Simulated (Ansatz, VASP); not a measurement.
One calculation of Ge, two programs

```xyz
2
Lattice="2.6490 0.0000 0.0000 -1.3245 2.2941 0.0000 0.0000 0.0000 4.4616" Properties=species:S:1:pos:R:3 pbc="T T T"
Ge    0.0000    1.5294    1.1154
Ge    1.3245    0.7647    3.3462
```

Change from the starting cell: volume scaled by 0.7, PAW files.

Alike in both runs: task single point; functional PBE; k mesh 14 × 14 × 8; occupations fermi-dirac, width 0.1 eV; no spin polarisation.

|  | VASP | Ansatz |
| --- | --- | --- |
| version | VASP 6.6.1 | Ansatz 0.2.0 |
| potentials or method | VASP PAW PBE potentials, release 64 (Ge_d) | PAW with Ansatz's default frozen-core files, scalar-relativistic |
| plane-wave cutoff (eV) | 520 | 420 |
| valence electrons in the cell | 28 | 28 |

Ansatz gave:

```
pressure (GPa)                                                : 50.5
traceless stress, the component that is largest in VASP (GPa) : -0.14
```

What did VASP give for the same quantities?

Pressure (GPa): 50.4; traceless stress, the component that is largest in VASP (GPa): -0.14.

Both programs put the cell under a high pressure, so it lies far from rest at this level.
